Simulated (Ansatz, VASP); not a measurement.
## HfC: VASP beside Ansatz

```
Hf C
1.0
     0.00000    2.34040    2.34040
     2.34040    0.00000    2.34040
     2.34040    2.34040    0.00000
Hf C
1 1
Direct
  0.50000 0.50000 0.50000
  0.00000 0.00000 0.00000
```

Change from the starting cell: volume scaled by 1.02.

Alike in both runs: task single point; functional PBE; k mesh 15 × 15 × 15; occupations fermi-dirac, width 0.05 eV; no spin polarisation.

|  | VASP | Ansatz |
| --- | --- | --- |
| version | VASP 6.6.1 | Ansatz 0.2.0 |
| potentials or method | VASP PAW PBE potentials, release 64 (Hf_pv, C), cutoff 520 eV | all-electron LAPW, scalar-relativistic |

VASP gave:

* pressure (GPa): -5.0

Which values does Ansatz return?

Pressure (GPa): -4.2.

Ansatz ran all-electron here, and VASP with PAW potentials.

Spin-orbit coupling is off throughout.
